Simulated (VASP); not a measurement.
# Co (P6_3/mmc) in VASP: further runs, part 2 of 2

VASP 6.6.1.

**5. Single point, PBEsol, collinear spin, ferromagnetic start (10.90 Å³/atom)**

INCAR reads:

```
PREC     = Accurate       # precision mode
ENCUT    = 520            # plane-wave cutoff, eV
EDIFF    = 1E-6           # SCF threshold, eV
ISMEAR   = -1             # smearing method
SIGMA    = 0.05           # smearing width, eV
LREAL    = False          # projectors in reciprocal space
LASPH    = True           # aspherical terms in the spheres
NELM     = 150            # most SCF steps
ALGO     = Normal         # electronic algorithm
ISIF     = 2              # what is computed and relaxed
LWAVE    = False          # write WAVECAR
LCHARG   = False          # write CHGCAR
ISPIN    = 2              # spin polarisation
MAGMOM   = 2 2 2 2        # initial moments
LORBIT   = 11             # projections on sites
LMAXMIX  = 4              # l up to which the mixer works
GGA      = PS             # functional
NBANDS   = 30             # bands
```

KPOINTS reads:

```
Automatic mesh
0
Gamma
  12 12 4
```

POSCAR reads:

```
Co
1.0
    2.4869235940      0.0000000000      0.0000000000
   -1.2434617971      2.1537390097      0.0000000000
    0.0000000000      0.0000000000      8.1417998233
Co
4
Direct
    0.6666666667      0.3333333333      0.7500000000
    0.0000000000      0.0000000000      0.5000000000
    0.3333333333      0.6666666667      0.2500000000
    0.0000000000      0.0000000000      0.0000000000
```

Started as:

```bash
cat potpaw_PBE.64/Co/POTCAR > POTCAR
mpirun -np 1 vasp_std > vasp.out
```

It took 1.7 min on 1 thread of Intel Xeon Platinum 8488C (Sapphire Rapids), shared host; peak memory 0.23 GiB.

Results (log left out):

| Item | Value |
| --- | --- |
| Free energy | -30.8428 eV |
| Pressure | -10.4 GPa |
| Net moment | 6.63 μB per cell |
| Site moments | Co +1.68, +1.66 (each value once) μB |
| Valence electrons inside the program's atomic spheres | Co 8.26 |

Stress tensor (GPa, compression positive):
```
 -9.18   0.00   0.00
  0.00  -9.18   0.00
  0.00   0.00 -12.90
```

Levels at points of the mesh, in eV from the Fermi level:
Spin up:
```csv
k point,band 19,band 20,band 21,band 22,band 23,band 24,band 25,band 26
"(0.00, 0.00, 0.00)",-1.50,-1.19,-1.19,-0.81,-0.81,-0.34,6.05,14.53
"(0.50, 0.00, 0.00)",-0.57,-0.55,0.22,1.31,2.40,3.01,6.84,6.87
"(0.00, 0.00, 0.50)",-1.65,-1.65,-0.98,-0.98,-0.98,-0.98,9.03,9.03
"(0.50, 0.00, 0.50)",-0.58,-0.58,1.18,1.18,2.71,2.71,7.19,7.19
```
Spin down:
| k point | band 11 | band 12 | band 13 | band 14 | band 15 | band 16 | band 17 | band 18 |
| --- | --- | --- | --- | --- | --- | --- | --- | --- |
| (0.00, 0.00, 0.00) | -1.09 | -0.81 | -0.81 | -0.76 | -0.76 | -0.31 | 0.06 | 0.06 |
| (0.50, 0.00, 0.00) | -0.78 | -0.08 | -0.05 | 0.53 | 1.19 | 1.20 | 1.21 | 1.25 |
| (0.00, 0.00, 0.50) | -1.01 | -1.01 | -0.90 | -0.90 | -0.90 | -0.90 | 0.24 | 0.24 |
| (0.50, 0.00, 0.50) | -0.82 | -0.82 | -0.21 | -0.21 | 0.81 | 0.81 | 1.21 | 1.21 |

Caveat: the cell stands under tension; the PAW data sets were made with another functional, which shifts forces and pressure a little.

**6. Single point, revPBE, collinear spin, ferromagnetic start**

This run uses another cell than the first one, of 10.69 Å³/atom.

INCAR reads:

```
PREC = Accurate
ENCUT = 520
EDIFF = 1E-6
ISMEAR = -1
SIGMA = 0.05
LREAL = False
LASPH = True
NELM = 150
ALGO = Normal
ISIF = 2
LWAVE = False
LCHARG = True
ISPIN = 2
MAGMOM = 2 2 2 2
LORBIT = 11
LMAXMIX = 4
GGA = RE
LELF = True
LVHAR = True
NBANDS = 30
```

KPOINTS reads:

```
regular mesh
0
Gamma
  12 12 4
```

POSCAR reads:

```
Co
1.0
    2.4705617809      0.0000000000      0.0000000000
   -1.2352808905      2.1395692639      0.0000000000
    0.0000000000      0.0000000000      8.0882338000
Co
4
Direct
    0.6666666667      0.3333333333      0.7500000000
    0.0000000000      0.0000000000      0.5000000000
    0.3333333333      0.6666666667      0.2500000000
    0.0000000000      0.0000000000      0.0000000000
```

Potentials or basis: VASP PAW PBE potentials, release 64 (Co).

Started as:

```bash
cat potpaw_PBE.64/Co/POTCAR > POTCAR
mpirun -np 1 vasp_std > vasp.out
```

It took 1.9 min on 1 thread of AMD EPYC 7R13 (Zen 3), shared host; peak memory 0.2 GiB.

The run converged. Its results:

```
Free energy                                           : -26.4501 eV
Pressure                                              : 8.2 GPa
Net moment                                            : 6.61 μB per cell
Site moments                                          : Co +1.68, +1.66 (each value once) μB
Valence electrons inside the program's atomic spheres : Co 8.30
```

Stress tensor (GPa, compression positive):
```
9.45 0.00 0.00
0.00 9.45 0.00
0.00 0.00 5.61
```

Levels at points of the mesh, in eV from the Fermi level:
Spin up:
```
           k point  band 19  band 20  band 21  band 22  band 23  band 24  band 25  band 26
(0.00, 0.00, 0.00)    -1.56    -1.24    -1.24    -0.85    -0.85    -0.29     6.24    14.81
(0.50, 0.00, 0.00)    -0.59    -0.57     0.27     1.39     2.48     3.12     7.05     7.07
(0.00, 0.00, 0.50)    -1.71    -1.71    -1.02    -1.02    -1.02    -1.02     9.25     9.25
(0.50, 0.00, 0.50)    -0.61    -0.61     1.24     1.24     2.82     2.82     7.40     7.40
```
Spin down:
```tsv
k point	band 10	band 11	band 12	band 13	band 14	band 15	band 16	band 17	band 18	band 19
(0.00, 0.00, 0.00)	-1.12	-1.12	-0.84	-0.84	-0.80	-0.80	-0.37	0.08	0.08	0.43
(0.50, 0.00, 0.00)	-1.13	-0.81	-0.09	-0.05	0.49	1.21	1.23	1.25	1.27	1.31
(0.00, 0.00, 0.50)	-1.04	-1.04	-1.04	-0.94	-0.94	-0.94	-0.94	0.26	0.26	0.26
(0.50, 0.00, 0.50)	-0.86	-0.84	-0.84	-0.24	-0.24	0.84	0.84	1.23	1.23	1.33
```

Caveat: the cell stands under pressure; the PAW data sets were made with another functional, which shifts forces and pressure a little.

**7. Single point, RPBE, collinear spin, ferromagnetic start**

This run uses another cell than the first one, of 11.23 Å³/atom.

INCAR reads:

```
SYSTEM = Co
  PREC = Accurate
  ENCUT = 520
  EDIFF = 1E-6
  ISMEAR = -1
  SIGMA = 0.05
  LREAL = .FALSE.
  LASPH = .TRUE.
  NELM = 150
  ALGO = Normal
  ISIF = 2
  LWAVE = .FALSE.
  LCHARG = .FALSE.
  ISPIN = 2
  MAGMOM = 2 2 2 2
  LORBIT = 11
  LMAXMIX = 4
  GGA = RP
  NBANDS = 30
```

KPOINTS reads:

```
Automatic mesh
0
G
  12 12 4
  0 0 0
```

POSCAR reads:

```
Co
1.0
    2.5208073783      0.0000000000      0.0000000000
   -1.2604036892      2.1830832277      0.0000000000
    0.0000000000      0.0000000000      8.1617441245
Co
4
Direct
    0.6666666667      0.3333333333      0.7500000000
    0.0000000000      0.0000000000      0.5000000000
    0.3333333333      0.6666666667      0.2500000000
    0.0000000000      0.0000000000      0.0000000000
```

Started as:

```bash
cat potpaw_PBE.64/Co/POTCAR > POTCAR
mpirun -np 1 vasp_std > vasp.out
```

Run time: 2.4 min. Hardware: 1 thread of AMD EPYC 7R13 (Zen 3), shared host; peak memory 0.22 GiB.

Results (log left out):

```yaml
Free_energy: -26.0611 eV
Pressure: -0.5 GPa
Net_moment: 6.76 μB per cell
Site_moments: Co +1.73, +1.71 (each value once) μB
Valence_electrons_inside_the_program's_atomic_spheres: Co 8.21
```

Stress tensor (GPa, compression positive):
```
-0.45  0.00  0.00
 0.00 -0.45  0.00
 0.00  0.00 -0.58
```

Levels at points of the mesh, in eV from the Fermi level:
Spin up:
| k point | band 18 | band 19 | band 20 | band 21 | band 22 | band 23 | band 24 | band 25 | band 26 | band 27 |
| --- | --- | --- | --- | --- | --- | --- | --- | --- | --- | --- |
| (0.00, 0.00, 0.00) | -1.62 | -1.62 | -1.31 | -1.31 | -0.94 | -0.94 | -0.13 | 5.97 | 14.54 | 14.54 |
| (0.50, 0.00, 0.00) | -0.74 | -0.71 | -0.69 | 0.24 | 1.33 | 2.25 | 2.88 | 6.58 | 6.60 | 10.09 |
| (0.00, 0.00, 0.50) | -1.76 | -1.76 | -1.76 | -1.10 | -1.10 | -1.10 | -1.10 | 9.00 | 9.00 | 20.61 |
| (0.50, 0.00, 0.50) | -0.88 | -0.75 | -0.75 | 1.09 | 1.09 | 2.62 | 2.62 | 6.98 | 6.98 | 8.90 |
Spin down:
```tsv
k point	band 11	band 12	band 13	band 14	band 15	band 16	band 17	band 18
(0.00, 0.00, 0.00)	-0.98	-0.75	-0.75	-0.73	-0.73	-0.25	0.09	0.09
(0.50, 0.00, 0.00)	-0.70	-0.08	-0.03	0.44	1.13	1.18	1.18	1.19
(0.00, 0.00, 0.50)	-0.95	-0.95	-0.87	-0.87	-0.87	-0.87	0.26	0.26
(0.50, 0.00, 0.50)	-0.79	-0.79	-0.21	-0.21	0.81	0.81	1.15	1.15
```

Caveat: the PAW data sets were made with another functional, which shifts forces and pressure a little.

**8. Summary**

| level | cell | gap on the mesh (eV) | pressure (GPa) | moment (μB) |
| --- | --- | --- | --- | --- |
| PBE | a = 2.487, b = 2.487, c = 8.142 Å, angles 90.0, 90.0, 120.0°, 4 atoms | none | -0.5 | 6.64 |
| PBEsol | a = 2.420, b = 2.420, c = 7.923 Å, angles 90.0, 90.0, 120.0°, 4 atoms | none | 7.7 | 6.20 |
| PBEsol | a = 2.454, b = 2.454, c = 8.034 Å, angles 90.0, 90.0, 120.0°, 4 atoms | none | -2.3 | 6.45 |
| PBEsol | a = 2.487, b = 2.487, c = 8.142 Å, angles 90.0, 90.0, 120.0°, 4 atoms | none | -10.4 | 6.63 |
| revPBE | a = 2.471, b = 2.471, c = 8.088 Å, angles 90.0, 90.0, 120.0°, 4 atoms | none | 8.2 | 6.61 |
| RPBE | a = 2.521, b = 2.521, c = 8.162 Å, angles 90.0, 90.0, 120.0°, 4 atoms | none | -0.5 | 6.76 |

Alike in all rows: task single point; potentials or basis VASP PAW PBE potentials, release 64 (Co); spin collinear, ferromagnetic start; k mesh 12 × 12 × 4; cutoff (eV) 520; smearing fermi-dirac 0.05 eV.

Caveats: the PAW data sets were made with another functional, which shifts forces and pressure a little (at least some runs); the cell stands under pressure (at least some runs); the cell stands under tension (at least some runs).

Absolute energies hang on the potentials; compare differences alone.
